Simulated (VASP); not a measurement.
# HfSi7 (a cell with a defect) in VASP: relaxation of the atoms with PBE

Aim: the relaxation of the atoms of HfSi7 (a cell with a defect) with PBE.

All numbers are computed with VASP 6.6.1; they aren't measurements. Logs are shortened: lines on timing, memory, paths and dates and some standing lists are left out, and cuts for length are marked.

## 1. The cell of the first run

The cell holds a defect, 8 atoms: a = 5.470 Å, b = 5.470 Å, c = 5.470 Å, α = 90.00°, β = 90.00°, γ = 90.00°.

## 2. Relaxation of the atoms, PBE, collinear spin

Input file INCAR:

```
PREC = Accurate ; ENCUT = 520
EDIFF = 1E-6 ; ISMEAR = 0
SIGMA = 0.01 ; LREAL = False
LASPH = True ; NELM = 150
ALGO = Normal ; ISIF = 2
LWAVE = False ; LCHARG = False
ISPIN = 2 ; MAGMOM = 0.2 0 0 0 0.2 0.2 0.2 0.2
LORBIT = 11 ; LMAXMIX = 4
GGA = PE ; IBRION = 2
NSW = 65 ; EDIFFG = -0.025
NELECT = 39.0
```

Input file KPOINTS:

```
regular mesh
0
Gamma
  3 3 3
```

Input file POSCAR:

```
HfSi7
1.0
    0.0000000000     -5.4700936590      0.0000000000
    0.0000000000      0.0000000000     -5.4700936590
    5.4700936590      0.0000000000      0.0000000000
Hf Si
1 7
Direct
    0.2500000000      0.2500000000      0.2500000000
    0.7500000000      0.2500000000      0.7500000000
    0.2500000000      0.7500000000      0.7500000000
    0.7500000000      0.7500000000      0.2500000000
    0.9834106335      0.9834106335     -0.0165893665
    0.5165893665      0.9834106335      0.5165893665
    0.9834106335      0.5165893665      0.5165893665
    0.5165893665      0.5165893665     -0.0165893665
```

Potentials or basis: VASP PAW PBE potentials, release 64 (Hf_pv, Si).

Run with:

```bash
$ cat potpaw_PBE.64/Hf_pv/POTCAR potpaw_PBE.64/Si/POTCAR > POTCAR
$ mpirun -np 1 vasp_std > vasp.out
```

OUTCAR:

```text
PREC = Accurate
   ENCUT = 520
   EDIFF = 1E-6
   ISMEAR = 0
   LREAL = False
   LASPH = True
   NELM = 150
   ISIF = 2
   ISPIN = 2
   LORBIT = 11
   GGA = PE
   IBRION = 2
   NSW = 65
   EDIFFG = -0.025
   NELECT = 39.0

 ion  position               nearest neighbor table
   1  0.250  0.250  0.250-   5 2.53   6 2.53   7 2.53   8 2.53
   2  0.750  0.250  0.750-   5 2.32   6 2.32   7 2.32   8 2.32
   3  0.250  0.750  0.750-   5 2.32   6 2.32   7 2.32   8 2.32
   4  0.750  0.750  0.250-   5 2.32   6 2.32   7 2.32   8 2.32
   5  0.983  0.983  0.983-   2 2.32   3 2.32   4 2.32   1 2.53
   6  0.517  0.983  0.517-   2 2.32   3 2.32   4 2.32   1 2.53
   7  0.983  0.517  0.517-   2 2.32   3 2.32   4 2.32   1 2.53
   8  0.517  0.517  0.983-   2 2.32   3 2.32   4 2.32   1 2.53

  LATTYP: Found a simple cubic cell.
 ALAT       =     5.4700936590

  Lattice vectors:

 A1 = (   0.0000000000,  -5.4700936590,   0.0000000000)
 A2 = (   0.0000000000,   0.0000000000,  -5.4700936590)
 A3 = (   5.4700936590,   0.0000000000,   0.0000000000)

Analysis of symmetry for initial positions (statically):
=====================================================================
 Subroutine PRICEL returns:
 Original cell was already a primitive cell.

 Routine SETGRP: Setting up the symmetry group for a
 simple cubic supercell.

 Subroutine GETGRP returns: Found 24 space group operations
 (whereof  6 operations were pure point group operations)
 out of a pool of 48 trial point group operations.

The static configuration has the point symmetry C_3v.
 The point group associated with its full space group is T_d .

Analysis of symmetry for dynamics (positions and initial velocities):
=====================================================================
 Subroutine PRICEL returns:
 Original cell was already a primitive cell.

 Routine SETGRP: Setting up the symmetry group for a
 simple cubic supercell.

 Subroutine GETGRP returns: Found 24 space group operations
 (whereof  6 operations were pure point group operations)
 out of a pool of 48 trial point group operations.

The dynamic configuration has the point symmetry C_3v.
 The point group associated with its full space group is T_d .

Analysis of structural, dynamic, and magnetic symmetry:
=====================================================================
 Subroutine PRICEL returns:
 Original cell was already a primitive cell.

 Routine SETGRP: Setting up the symmetry group for a
 simple cubic supercell.

 Subroutine GETGRP returns: Found 24 space group operations
 (whereof  6 operations were pure point group operations)
 out of a pool of 48 trial point group operations.

The overall configuration has the point symmetry C_3v.
 The point group associated with its full space group is T_d .

 Subroutine INISYM returns: Found 24 space group operations
 (whereof  6 operations are pure point group operations),
 and found     1 'primitive' translations

----------------------------------------------------------------------------------------

                                     Primitive cell

  volume of cell :     163.6757

  direct lattice vectors                    reciprocal lattice vectors
     0.000000000 -5.470093659  0.000000000     0.000000000 -0.182812226  0.000000000
     0.000000000  0.000000000 -5.470093659     0.000000000  0.000000000 -0.182812226
     5.470093659  0.000000000  0.000000000     0.182812226  0.000000000  0.000000000

  length of vectors
     5.470093659  5.470093659  5.470093659     0.182812226  0.182812226  0.182812226

  position of ions in fractional coordinates (direct lattice)
     0.250000000  0.250000000  0.250000000
     0.750000000  0.250000000  0.750000000
     0.250000000  0.750000000  0.750000000
     0.750000000  0.750000000  0.250000000
     0.983410634  0.983410634  0.983410634
     0.516589366  0.983410634  0.516589366
     0.983410634  0.516589366  0.516589366
     0.516589366  0.516589366  0.983410634

  ion indices of the primitive-cell ions
   primitive index   ion index
                 1           1
                 2           2
                 3           3
                 4           4
                 5           5
                 6           6
                 7           7
                 8           8

----------------------------------------------------------------------------------------

 KPOINTS: regular mesh

Automatic generation of k-mesh.
 Grid dimensions read from file:
 generate k-points for:    3    3    3

 Generating k-lattice:

  Cartesian coordinates                     Fractional coordinates (reciprocal lattice)
     0.000000000 -0.060937409  0.000000000     0.333333333  0.000000000  0.000000000
     0.000000000  0.000000000 -0.060937409     0.000000000  0.333333333  0.000000000
     0.060937409  0.000000000  0.000000000     0.000000000  0.000000000  0.333333333

  Length of vectors
     0.060937409  0.060937409  0.060937409

  Shift w.r.t. Gamma in fractional coordinates (k-lattice)
     0.000000000  0.000000000  0.000000000

 Subroutine IBZKPT returns following result:
 ===========================================

 Found      4 irreducible k-points:

 Following reciprocal coordinates:
            Coordinates               Weight
  0.000000  0.000000  0.000000      1.000000
  0.333333  0.000000  0.000000      6.000000
  0.333333  0.333333  0.000000     12.000000
  0.333333  0.333333  0.333333      8.000000
   k-points           NKPTS =      4   k-points in BZ     NKDIM =      4   number of bands    NBANDS=     25
   number of dos      NEDOS =    301   number of ions     NIONS =      8
   total plane-waves  NPLWV =  74088
   dimension x,y,z NGX =    42 NGY =   42 NGZ =   42
   dimension x,y,z NGXF=    84 NGYF=   84 NGZF=   84
   ions per type =               1   7
   NGX,Y,Z   is equivalent  to a cutoff of  12.76, 12.76, 12.76 a.u.
   NGXF,Y,Z  is equivalent  to a cutoff of  25.53, 25.53, 25.53 a.u.
 SYSTEM =  unknown system
   PREC   = accura    normal or accurate (medium, high low for compatibility)
   ISTART =      0    job   : 0-new  1-cont  2-samecut
   ICHARG =      2    charge: 1-file 2-atom 10-const
   ISPIN  =      2    spin polarized calculation?
   LNONCOLLINEAR =      F non collinear calculations
   LSORBIT =      F    spin-orbit coupling
   LASPH  =      T    aspherical Exc in radial PAW
   ENCUT  =  520.0 eV  38.22 Ry    6.18 a.u.  10.17 10.17 10.17*2*pi/ulx,y,z
   NELM   =    150;   NELMIN=  2; NELMDL= -5     # of ELM steps
   EDIFF  = 0.1E-05   stopping-criterion for ELM
   LREAL  =      F    real-space projection
   EDIFFG = -.3E-01   stopping-criterion for IOM
   NSW    =     65    number of steps for IOM
   IBRION =      2    ionic relax: 0-MD 1-quasi-New 2-CG
   NFREE  =      1    steps in history (QN), initial steepest desc. (CG)
   ISIF   =      2    stress and relaxation
   ISYM   =      2    0-nonsym 1-usesym 2-fastsym
   POTIM  = 0.5000    time-step for ionic-motion
   TEBEG  =    0.0;   TEEND  =   0.0 temperature during run
   PSTRESS=    0.0 pullay stress
   NELECT =      39.0000    total number of electrons
   NUPDOWN=      -1.0000    fix difference up-down
   EMIN   =  10.00;   EMAX   =-10.00  energy-range for DOS
   EFERMI =   0.00;   METHOD = LEGACY
   ISMEAR =     0;   SIGMA  =   0.01  broadening in eV -4-tet -1-fermi 0-gaus
   EFERMI_NEDOS =   21; number of points for ismear=-14 and -15
   IALGO  =     38    algorithm
   IMIX   =      4    mixing-type and parameters
     AMIX     =   0.40;   BMIX     =  1.00
     AMIX_MAG =   1.60;   BMIX_MAG =  1.00
  volume/ion in A,a.u.               =      20.46       138.07
  Fermi-wavevector in a.u.,A,eV,Ry     =   1.014927  1.917935 14.015054  1.030077
  Thomas-Fermi vector in A             =   2.148183
   LORBIT       =     11    0 simple, 1 ext, 2 COOP (PROOUT), +10 PAW based schemes
   GGA     = PE    functional components
   LHFCALC =     F    Hartree Fock is set to
   AEXX    =    0.0000 exact exchange contribution
   IVDW    =     0    specifies the selected vdW correction
   LEPSILON=     F    determine dielectric tensor
   LRPA    =     F    only Hartree local field effects (RPA)
 conjugate gradient relaxation of ions
 spin polarized calculation
 Gauss-broadening in eV      SIGMA  =   0.01
  energy-cutoff  :      520.00
  volume of cell :      163.68
 maximum number of plane-waves:      4426
 NGX is ok and might be reduce to    42
   NGX = 21   NGY = 21   NGZ = 21

--------------------------------------- Ionic step        1  -------------------------------------------

 number of electron      39.0000001 magnetization       0.3335185

 Free energy of the ion-electron system (eV)
  ---------------------------------------------------
  ext. energy  EPLUGINS =         0.00000000
  ---------------------------------------------------
  free energy    TOTEN  =       -38.98112859 eV

  energy without entropy =      -38.97987415  energy(sigma->0) =      -38.98050137

------------------------ aborting loop because EDIFF is reached ----------------------------------------

  FORCE on cell =-STRESS in cart. coord.  units (eV):
  Direction    XX          YY          ZZ          XY          YZ          ZX
  --------------------------------------------------------------------------------------
  -------------------------------------------------------------------------------------
  Total       17.3042012     17.3042012     17.3042012      0.0000000     -0.0000000     -0.0000000
  in kB      169.3861320    169.3861320    169.3861320      0.0000000     -0.0000000     -0.0000000
  external PRESSURE =     169.3861320 kB  Pullay stress =       0.0000000 kB
[... 69 lines left out ...]
  energy  without entropy=      -38.9830149477  energy(sigma->0) =      -38.98364398

--------------------------------------- Ionic step        3  -------------------------------------------

 number of electron      38.9999999 magnetization       0.3333344

 Free energy of the ion-electron system (eV)
  ---------------------------------------------------
  ext. energy  EPLUGINS =         0.00000000
  ---------------------------------------------------
  free energy    TOTEN  =       -38.98441672 eV

  energy without entropy =      -38.98314585  energy(sigma->0) =      -38.98378129

 E-fermi :   6.4870     XC(G=0):  -9.7469

 val. band max:        6.4869661272   @ k =   0.3333   0.3333   0.0000
 cond. band min:       6.5285068888   @ k =   0.3333   0.0000   0.0000
 fundamental gap:      0.0415407617
 Fermi energy:         6.4870013252

 spin component 1

 k-point     1 :       0.0000    0.0000    0.0000
  band No.  band energies     occupation
      1     -24.6655      1.00000
      2     -24.6655      1.00000
      3     -24.6655      1.00000
      4      -6.2952      1.00000
      5      -2.6193      1.00000
      6      -2.6193      1.00000
[... 101 lines left out ...]
     24       7.7380      0.00000
     25       7.9033      0.00000
 Fermi energy:         6.4870013252

 spin component 2

 k-point     1 :       0.0000    0.0000    0.0000
  band No.  band energies     occupation
      1     -24.6469      1.00000
      2     -24.6469      1.00000
      3     -24.6469      1.00000
      4      -6.2561      1.00000
      5      -2.5934      1.00000
      6      -2.5934      1.00000
[... 136 lines left out ...]
  FREE ENERGIE OF THE ION-ELECTRON SYSTEM (eV)
  ---------------------------------------------------
  free  energy   TOTEN  =       -38.9844167235 eV

  energy  without entropy=      -38.9831458508  energy(sigma->0) =      -38.98378129

 reached required accuracy - stopping structural energy minimisation

 total charge

# of ion       s       p       d       tot
------------------------------------------
    1        0.424   6.398   1.757   8.580
    2        0.769   0.942   0.000   1.711
    3        0.769   0.942   0.000   1.711
    4        0.769   0.942   0.000   1.711
    5        0.776   1.013   0.000   1.789
    6        0.776   1.013   0.000   1.789
    7        0.776   1.013   0.000   1.789
    8        0.776   1.013   0.000   1.789
--------------------------------------------------
tot          5.834  13.277   1.757  20.868

 magnetization (x)

# of ion       s       p       d       tot
------------------------------------------
    1        0.002   0.015   0.025   0.042
    2        0.001   0.001   0.000   0.002
    3        0.001   0.001   0.000   0.002
    4        0.001   0.001   0.000   0.002
    5        0.003   0.007   0.000   0.010
    6        0.003   0.007   0.000   0.010
    7        0.003   0.007   0.000   0.010
    8        0.003   0.007   0.000   0.010
--------------------------------------------------
tot          0.017   0.046   0.025   0.088
```

Run time: 58 s. Hardware: 1 thread of Intel Xeon Platinum 8488C (Sapphire Rapids), shared host; peak memory 0.31 GiB.

What came out:

- Free energy: -38.9844 eV
- Energy gained by relaxing: 0.4 meV/atom
- Ionic steps: 3
- Net moment: 0.33 μB per cell
- Site moments: Hf +0.04; Si +0.00, +0.01 (each value once) μB
- Valence electrons inside the program's atomic spheres: Hf 8.58; Si 1.71, 1.79 (each value once)

The path:
```csv
step,energy change (eV),largest force (eV/Å),pressure (GPa)
1,0.0000,0.1638,16.94
2,-0.0031,0.0344,17.05
3,-0.0033,0.0003,17.08
```

Final structure:
```
Hf Si
1.0
     0.00000   -5.47009    0.00000
     0.00000    0.00000   -5.47009
     5.47009    0.00000    0.00000
Hf Si
1 7
Direct
  0.25000 0.25000 0.25000
  0.75000 0.25000 0.75000
  0.25000 0.75000 0.75000
  0.75000 0.75000 0.25000
  0.98446 0.98446 0.98446
  0.51554 0.98446 0.51554
  0.98446 0.51554 0.51554
  0.51554 0.51554 0.98446
```

Caveat: the k points lie up to 0.38 Å⁻¹ apart; the cell carries a net charge on a neutralising background, which shifts energy and pressure; the cell is charged against a uniform background, so pressure and absolute levels hang on convention; the highest band is partly filled, so the run has too few bands; spin-orbit coupling is left out, which moves the levels of the heavy elements.
